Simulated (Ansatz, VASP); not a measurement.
**AlN: VASP beside Ansatz**

```
Al N
1.0
     0.00000    2.18399    2.18399
     2.18399    0.00000    2.18399
     2.18399    2.18399    0.00000
Al N
1 1
Direct
  0.91501 0.00000 0.00000
  0.75000 0.75000 0.75000
```

Change from the starting cell: all Al atoms moved +0.263 Å, as atom 1 towards its neighbour atom 1 (Al) at 3.089 Å.

Alike in both runs: task single point; functional PBEsol; k mesh 10 × 10 × 10; occupations gaussian, width 0.05 eV; no spin polarisation.

```csv
,VASP,Ansatz
version,VASP 6.6.1,Ansatz 0.2.0
potentials or method,"VASP PAW PBE potentials, release 64 (Al, N), cutoff 520 eV","scalar-relativistic, plane waves, PAW"
valence electrons in the cell,8,8
```

|  | VASP | Ansatz | Ansatz less VASP |
| --- | --- | --- | --- |
| gap on the k mesh at the Fermi level (eV) | 2.53 | 2.54 | +0.010 |
| least direct gap on the mesh (eV) | 3.39 | 3.37 | -0.015 |
| pressure (GPa) | 10.4 | 10.2 | -0.21 |
| traceless stress, the component that is largest in VASP (GPa) | 16.19 | 15.83 | -0.352 |
| rms of the force components (eV/Å) | 2.810 | 2.773 | -0.0377 |

VASP's potentials were made for PBE, not for PBEsol. Atom by atom the forces differ by 0.038 eV/Å (rms over components).
